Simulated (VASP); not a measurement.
# Hg (P6/mmm) in VASP: notebook

Hg is run at these levels: LDA; tasks: single point.

All numbers are computed with VASP 6.6.1; they aren't measurements. Logs are shortened: lines on timing, memory, paths and dates and some standing lists are left out, and cuts for length are marked.

### Step 1. The cell of the first run

Symmetry: P6/mmm, No. 191, hexagonal system. Conventional cell: a = 2.413 Å, b = 2.413 Å, c = 2.328 Å, α = 90.00°, β = 90.00°, γ = 120.00°. Hg (site symmetry 6/mmm) has 8 Hg at 2.33 to 2.41 Å within 3.1 Å.

### Step 2. Single point, LDA

Contents of INCAR:

```
SYSTEM = Hg
PREC = Accurate
ENCUT = 520
EDIFF = 1E-6
ISMEAR = -1
SIGMA = 0.08
LREAL = .FALSE.
LASPH = .TRUE.
NELM = 60
ALGO = Normal
ISIF = 2
LWAVE = .FALSE.
LCHARG = .FALSE.
NBANDS = 12
```

Contents of KPOINTS:

```
regular mesh
0
G
  18 18 17
  0 0 0
```

Contents of POSCAR:

```
Hg
1.0
    2.4132697099      0.0000000000      0.0000000000
   -1.2066348549      2.0899528749      0.0000000000
    0.0000000000      0.0000000000      2.3283381594
Hg
1
Direct
    0.0000000000      0.0000000000      0.0000000000
```

Potentials or basis: VASP PAW LDA potentials, release 64 (Hg).

Run with:

```sh
$ cat potpaw_LDA.64/Hg/POTCAR > POTCAR
$ mpirun -np 1 vasp_std > vasp.out
```

OUTCAR:

```text
SYSTEM = Hg
   PREC = Accurate
   ENCUT = 520
   EDIFF = 1E-6
   ISMEAR = -1
   LREAL = .FALSE.
   LASPH = .TRUE.
   NELM = 60
   ISIF = 2

 ion  position               nearest neighbor table
   1  0.000  0.000  0.000-

  LATTYP: Found a hexagonal cell.
 ALAT       =     2.4132697099
 C/A-ratio  =     0.9648064408

  Lattice vectors:

 A1 = (   2.4132697099,   0.0000000000,   0.0000000000)
 A2 = (  -1.2066348549,   2.0899528749,   0.0000000000)
 A3 = (   0.0000000000,   0.0000000000,   2.3283381594)

Analysis of symmetry for initial positions (statically):
=====================================================================
 Subroutine PRICEL returns:
 Original cell was already a primitive cell.

 Routine SETGRP: Setting up the symmetry group for a
 hexagonal supercell.

 Subroutine GETGRP returns: Found 24 space group operations
 (whereof 24 operations were pure point group operations)
 out of a pool of 24 trial point group operations.

The static configuration has the point symmetry D_6h.

Analysis of symmetry for dynamics (positions and initial velocities):
=====================================================================
 Subroutine PRICEL returns:
 Original cell was already a primitive cell.

 Routine SETGRP: Setting up the symmetry group for a
 hexagonal supercell.

 Subroutine GETGRP returns: Found 24 space group operations
 (whereof 24 operations were pure point group operations)
 out of a pool of 24 trial point group operations.

The dynamic configuration has the point symmetry D_6h.

 Subroutine INISYM returns: Found 24 space group operations
 (whereof 24 operations are pure point group operations),
 and found     1 'primitive' translations

----------------------------------------------------------------------------------------

                                     Primitive cell

  volume of cell :      11.7433

  direct lattice vectors                    reciprocal lattice vectors
     2.413269710  0.000000000  0.000000000     0.414375565  0.239239844  0.000000000
    -1.206634855  2.089952875  0.000000000     0.000000000  0.478479688  0.000000000
     0.000000000  0.000000000  2.328338159     0.000000000  0.000000000  0.429490878

  length of vectors
     2.413269710  2.413269710  2.328338159     0.478479688  0.478479688  0.429490878

  position of ions in fractional coordinates (direct lattice)
     0.000000000  0.000000000  0.000000000

  ion indices of the primitive-cell ions
   primitive index   ion index
                 1           1

----------------------------------------------------------------------------------------

 KPOINTS: regular mesh

Automatic generation of k-mesh.
 Grid dimensions read from file:
 generate k-points for:   18   18   17

 Generating k-lattice:

  Cartesian coordinates                     Fractional coordinates (reciprocal lattice)
     0.023020865  0.013291102  0.000000000     0.055555556  0.000000000  0.000000000
     0.000000000  0.026582205  0.000000000     0.000000000  0.055555556  0.000000000
     0.000000000  0.000000000  0.025264169     0.000000000  0.000000000  0.058823529

  Length of vectors
     0.026582205  0.026582205  0.025264169

  Shift w.r.t. Gamma in fractional coordinates (k-lattice)
     0.000000000  0.000000000  0.000000000

 Subroutine IBZKPT returns following result:
 ===========================================

 Found    333 irreducible k-points:

 Following reciprocal coordinates:
            Coordinates               Weight
  0.000000  0.000000  0.000000      1.000000
  0.055556 -0.000000  0.000000      6.000000
  0.111111 -0.000000  0.000000      6.000000
  0.166667 -0.000000  0.000000      6.000000
  0.222222  0.000000  0.000000      6.000000
  0.277778 -0.000000  0.000000      6.000000
[... 16 lines left out ...]
  0.333333  0.111111  0.000000     12.000000
  0.388889  0.111111  0.000000     12.000000
 [... further k-points ...]
   k-points           NKPTS =    333   k-points in BZ     NKDIM =    333   number of bands    NBANDS=     12
   number of dos      NEDOS =    301   number of ions     NIONS =      1
   total plane-waves  NPLWV =   5832
   dimension x,y,z NGX =    18 NGY =   18 NGZ =   18
   dimension x,y,z NGXF=    36 NGYF=   36 NGZF=   36
   ions per type =               1
   NGX,Y,Z   is equivalent  to a cutoff of  12.40, 12.40, 12.85 a.u.
   NGXF,Y,Z  is equivalent  to a cutoff of  24.80, 24.80, 25.70 a.u.
 SYSTEM =  Hg
   PREC   = accura    normal or accurate (medium, high low for compatibility)
   ISTART =      0    job   : 0-new  1-cont  2-samecut
   ICHARG =      2    charge: 1-file 2-atom 10-const
   ISPIN  =      1    spin polarized calculation?
   LNONCOLLINEAR =      F non collinear calculations
   LSORBIT =      F    spin-orbit coupling
   LASPH  =      T    aspherical Exc in radial PAW
   ENCUT  =  520.0 eV  38.22 Ry    6.18 a.u.   4.49  4.49  4.33*2*pi/ulx,y,z
   NELM   =     60;   NELMIN=  2; NELMDL= -5     # of ELM steps
   EDIFF  = 0.1E-05   stopping-criterion for ELM
   LREAL  =      F    real-space projection
   EDIFFG = 0.1E-04   stopping-criterion for IOM
   NSW    =      0    number of steps for IOM
   IBRION =     -1    ionic relax: 0-MD 1-quasi-New 2-CG
   NFREE  =      0    steps in history (QN), initial steepest desc. (CG)
   ISIF   =      2    stress and relaxation
   ISYM   =      2    0-nonsym 1-usesym 2-fastsym
   POTIM  = 0.5000    time-step for ionic-motion
   TEBEG  =    0.0;   TEEND  =   0.0 temperature during run
   PSTRESS=    0.0 pullay stress
   NELECT =      12.0000    total number of electrons
   NUPDOWN=      -1.0000    fix difference up-down
   EMIN   =  10.00;   EMAX   =-10.00  energy-range for DOS
   EFERMI =   0.00;   METHOD = LEGACY
   ISMEAR =    -1;   SIGMA  =   0.08  broadening in eV -4-tet -1-fermi 0-gaus
   EFERMI_NEDOS =   21; number of points for ismear=-14 and -15
   IALGO  =     38    algorithm
   IMIX   =      4    mixing-type and parameters
     AMIX     =   0.40;   BMIX     =  1.00
     AMIX_MAG =   1.60;   BMIX_MAG =  1.00
  volume/ion in A,a.u.               =      11.74        79.25
  Fermi-wavevector in a.u.,A,eV,Ry     =   1.648944  3.116051 36.994441  2.719015
  Thomas-Fermi vector in A             =   2.738147
   LORBIT       =      0    0 simple, 1 ext, 2 COOP (PROOUT), +10 PAW based schemes
   GGA     = CA    functional components
   LHFCALC =     F    Hartree Fock is set to
   AEXX    =    0.0000 exact exchange contribution
   IVDW    =     0    specifies the selected vdW correction
   LEPSILON=     F    determine dielectric tensor
   LRPA    =     F    only Hartree local field effects (RPA)
 non-spin polarized calculation
  energy-cutoff  :      520.00
  volume of cell :       11.74
 maximum number of plane-waves:       332
 NGX is ok and might be reduce to    18
   NGX =  9   NGY =  9   NGZ =  9

 number of electron      12.0000000 magnetization

 Free energy of the ion-electron system (eV)
  ---------------------------------------------------
  ext. energy  EPLUGINS =         0.00000000
  ---------------------------------------------------
  free energy    TOTEN  =         4.54407257 eV

  energy without entropy =        4.55124184  energy(sigma->0) =        4.54765720

 E-fermi :  13.0551     XC(G=0): -15.1876

 val. band max:       13.0344201502   @ k =   0.3333   0.2778   0.0000
 cond. band min:      13.0642101594   @ k =   0.4444   0.1111   0.3529
 fundamental gap:      0.0297900092
 Fermi energy:        13.0550649343

 k-point     1 :       0.0000    0.0000    0.0000
  band No.  band energies     occupation
      1      -5.8814      2.00000
      2      -3.6129      2.00000
      3      -0.0060      2.00000
      4      -0.0060      2.00000
      5       4.9887      2.00000
      6       4.9887      2.00000
      7      24.7726      0.00000
      8      25.5523      0.00000
      9      33.2961      0.00000
     10      33.2961      0.00000
     11      34.1353      0.00000
     12      40.0943      0.00000

 k-point     2 :       0.0556   -0.0000    0.0000
  band No.  band energies     occupation
      1      -5.7195      2.00000
      2      -3.5597      2.00000
      3      -0.1011      2.00000
      4       0.1234      2.00000
      5       4.8629      2.00000
      6       4.9662      2.00000
      7      25.0498      0.00000
      8      25.7665      0.00000
      9      31.6898      0.00000
     10      32.7775      0.00000
     11      34.9608      0.00000
     12      40.6098      0.00000

 k-point     3 :       0.1111   -0.0000    0.0000
  band No.  band energies     occupation
      1      -5.2601      2.00000
      2      -3.4019      2.00000
      3      -0.3425      2.00000
      4       0.5049      2.00000
      5       4.5146      2.00000
      6       4.9017      2.00000
      7      25.8457      0.00000
      8      26.1948      0.00000
      9      29.5784      0.00000
     10      31.5589      0.00000
     11      35.2433      0.00000
     12      41.6623      0.00000

 k-point     4 :       0.1667   -0.0000    0.0000
  band No.  band energies     occupation
      1      -4.5993      2.00000
      2      -3.1555      2.00000
      3      -0.5831      2.00000
      4       1.1170      2.00000
      5       4.0154      2.00000
      6       4.8039      2.00000
      7      25.5300      0.00000
      8      27.0649      0.00000
      9      28.6855      0.00000
     10      30.0650      0.00000
     11      35.0838      0.00000
     12      42.2021      0.00000

 k-point     5 :       0.2222    0.0000    0.0000
  band No.  band energies     occupation
      1      -3.9388      2.00000
      2      -2.9199      2.00000
      3      -0.4933      2.00000
      4       1.9212      2.00000
      5       3.4502      2.00000
      6       4.6855      2.00000
      7      23.3160      0.00000
      8      28.4917      0.00000
      9      28.5747      0.00000
     10      29.2834      0.00000
     11      34.8043      0.00000
     12      41.9264      0.00000
[... 228 lines left out ...]
      1      -3.1121      2.00000
      2      -2.5034      2.00000
      3      -0.5970      2.00000
      4       2.8447      2.00000
      5       3.7841      2.00000
      6       4.3856      2.00000
      7      20.7765      0.00000
      8      24.1210      0.00000
      9      30.8952      0.00000
     10      31.6770      0.00000
     11      34.6722      0.00000
     12      42.0107      0.00000

 k-point    22 :       0.2778    0.1111    0.0000
  band No.  band energies     occupation
      1      -2.9587      2.00000
      2      -2.5825      2.00000
      3       0.5644      2.00000
      4       2.4302      2.00000
      5       4.2307      2.00000
      6       5.0825      2.00000
      7      18.2481      0.00000
      8      23.0180      0.00000
      9      30.8198      0.00000
     10      32.5277      0.00000
     11      35.6551      0.00000
     12      40.9401      0.00000

 k-point    23 :       0.3333    0.1111    0.0000
  band No.  band energies     occupation
      1      -3.1771      2.00000
      2      -2.3923      2.00000
      3       1.8484      2.00000
      4       2.1093      2.00000
      5       4.1057      2.00000
      6       6.4296      2.00000
      7      15.8711      0.00000
      8      22.0073      0.00000
      9      30.1697      0.00000
     10      33.8829      0.00000
     11      35.8573      0.00000
     12      40.3984      0.00000

 k-point    24 :       0.3889    0.1111    0.0000
  band No.  band energies     occupation
      1      -3.3631      2.00000
      2      -2.2355      2.00000
      3       1.9071      2.00000
      4       2.8728      2.00000
      5       4.0248      2.00000
      6       7.6896      2.00000
      7      13.8788      0.00007
      8      21.2778      0.00000
      9      29.7901      0.00000
     10      34.7217      0.00000
     11      35.5445      0.00000
     12      40.2904      0.00000

 [... further k-points ...]

------------------------ aborting loop because EDIFF is reached ----------------------------------------

  FORCE on cell =-STRESS in cart. coord.  units (eV):
  Direction    XX          YY          ZZ          XY          YZ          ZX
  --------------------------------------------------------------------------------------
  -------------------------------------------------------------------------------------
  Total       23.6175332     23.6175332     23.6157009      0.0000000      0.0000000     -0.0000000
  in kB     3222.2312574   3222.2312572   3221.9812592      0.0000001      0.0000000     -0.0000000
  external PRESSURE =    3222.1479246 kB  Pullay stress =       0.0000000 kB

 VOLUME and BASIS-vectors are now :
 -----------------------------------------------------------------------------
  energy-cutoff  :      520.00
  volume of cell :       11.74
      direct lattice vectors                 reciprocal lattice vectors
     2.413269710  0.000000000  0.000000000     0.414375565  0.239239844  0.000000000
    -1.206634855  2.089952875  0.000000000     0.000000000  0.478479688  0.000000000
     0.000000000  0.000000000  2.328338159     0.000000000  0.000000000  0.429490878

 POSITION                                       TOTAL-FORCE (eV/Angst)
 -----------------------------------------------------------------------------------
      0.00000      0.00000      0.00000         0.000000      0.000000      0.000000
 -----------------------------------------------------------------------------------
    total drift:                               -0.000000      0.000000      0.000000

  FREE ENERGIE OF THE ION-ELECTRON SYSTEM (eV)
  ---------------------------------------------------
  free  energy   TOTEN  =         4.5440725676 eV

  energy  without entropy=        4.5512418372  energy(sigma->0) =        4.54765720
```

Run time: 12 s. Hardware: 1 thread of Intel Xeon 6975P-C (Granite Rapids), shared host; peak memory 0.15 GiB.

What came out:

```
Free energy            : 4.5441 eV
Pressure               : 322.2 GPa
Band gap on the k mesh : zero (bands 6 and 7 overlap by 4.97 eV)
```

Caveat: the cell stands under pressure; spin-orbit coupling is left out, which moves the levels of the heavy elements.

### Step 3. Single point, LDA

Contents of INCAR:

```
SYSTEM = Hg
  ALGO = Normal
  EDIFF = 1E-6
  ENCUT = 520
  ISIF = 2
  ISMEAR = -1
  LASPH = .TRUE.
  LCHARG = .FALSE.
  LREAL = .FALSE.
  LWAVE = .FALSE.
  NBANDS = 12
  NELM = 100
  PREC = Accurate
  SIGMA = 0.08
```

Contents of KPOINTS:

```
k-points
0
G
  18 18 17
  0 0 0
```

Contents of POSCAR:

```
Hg
1.0
    2.4133741035      0.0000000000      0.0000000000
   -1.2066870517      2.0900432825      0.0000000000
    0.0000000000      0.0000000000      2.3285212602
Hg
1
Direct
    0.0000000000      0.0000000000      0.0000000000
```

Potentials or basis: VASP PAW LDA potentials, release 64 (Hg).

Run with:

```sh
$ cat potpaw_LDA.64/Hg/POTCAR > POTCAR
$ mpirun -np 1 vasp_std > vasp.out
```

OUTCAR:

```text
SYSTEM = Hg
   EDIFF = 1E-6
   ENCUT = 520
   ISIF = 2
   ISMEAR = -1
   LASPH = .TRUE.
   LREAL = .FALSE.
   NELM = 100
   PREC = Accurate

 ion  position               nearest neighbor table
   1  0.000  0.000  0.000-

  LATTYP: Found a hexagonal cell.
 ALAT       =     2.4133741035
 C/A-ratio  =     0.9648405760

  Lattice vectors:

 A1 = (   2.4133741035,   0.0000000000,   0.0000000000)
 A2 = (  -1.2066870517,   2.0900432825,   0.0000000000)
[... 539 lines left out ...]
     12      40.2853      0.00000

 [... further k-points ...]

------------------------ aborting loop because EDIFF is reached ----------------------------------------

  FORCE on cell =-STRESS in cart. coord.  units (eV):
  Direction    XX          YY          ZZ          XY          YZ          ZX
  --------------------------------------------------------------------------------------
  -------------------------------------------------------------------------------------
  Total       23.6062652     23.6062652     23.6001869      0.0000000      0.0000000      0.0000000
  in kB     3220.1620615   3220.1620616   3219.3329102      0.0000001      0.0000000      0.0000000
  external PRESSURE =    3219.8856778 kB  Pullay stress =       0.0000000 kB

 VOLUME and BASIS-vectors are now :
 -----------------------------------------------------------------------------
  energy-cutoff  :      520.00
  volume of cell :       11.75
      direct lattice vectors                 reciprocal lattice vectors
     2.413374103  0.000000000  0.000000000     0.414357641  0.239229495  0.000000000
    -1.206687052  2.090043282  0.000000000     0.000000000  0.478458991  0.000000000
     0.000000000  0.000000000  2.328521260     0.000000000  0.000000000  0.429457105

 POSITION                                       TOTAL-FORCE (eV/Angst)
 -----------------------------------------------------------------------------------
      0.00000      0.00000      0.00000        -0.000000      0.000000      0.000000
 -----------------------------------------------------------------------------------
    total drift:                                0.000000      0.000000      0.000000

  FREE ENERGIE OF THE ION-ELECTRON SYSTEM (eV)
  ---------------------------------------------------
  free  energy   TOTEN  =         4.5401717866 eV

  energy  without entropy=        4.5473406476  energy(sigma->0) =        4.54375622
```

OSZICAR:

```text
N       E                     dE             d eps       ncg     rms          rms(c)
DAV:   1     0.822623545948E+02    0.82262E+02   -0.72686E+03  8528   0.109E+03
DAV:   2     0.533919721678E+01   -0.76923E+02   -0.73740E+02  8872   0.268E+02
DAV:   3     0.433177718111E+01   -0.10074E+01   -0.10068E+01  9312   0.318E+01
DAV:   4     0.433081775054E+01   -0.95943E-03   -0.95941E-03  9024   0.998E-01
DAV:   5     0.433081700080E+01   -0.74973E-06   -0.74878E-06  9388   0.261E-02    0.395E+01
DAV:   6     0.446473447985E+01    0.13392E+00   -0.22185E-02  8536   0.158E+00    0.236E+01
DAV:   7     0.453998912623E+01    0.75255E-01   -0.25432E-02  8348   0.147E+00    0.259E-01
DAV:   8     0.454018522015E+01    0.19609E-03   -0.17801E-03  9244   0.582E-01    0.606E-02
DAV:   9     0.454017556488E+01   -0.96553E-05   -0.66476E-06  8968   0.246E-02    0.325E-02
DAV:  10     0.454017177616E+01   -0.37887E-05   -0.22882E-06  9344   0.126E-02    0.173E-03
DAV:  11     0.454017178664E+01    0.10482E-07   -0.12229E-07  4692   0.327E-03
   1 F= 0.45401718E+01 E0= 0.45437562E+01  d E =-.716886E-02
```

Wall time 12 s (1 thread of Intel Xeon 6975P-C (Granite Rapids), shared host); peak memory 0.15 GiB.

Results:

```yaml
Free_energy: 4.5402 eV
Pressure: 322.0 GPa
Band_gap_on_the_k_mesh: zero (bands 6 and 7 overlap by 4.97 eV)
```

Stress tensor (GPa, compression positive):
```
322.02   0.00   0.00
  0.00 322.02   0.00
  0.00   0.00 321.93
```

Caveat: the cell stands under pressure; spin-orbit coupling is left out, which moves the levels of the heavy elements.

The gap in the log of VASP goes by the Fermi energy; the results here count the filled bands.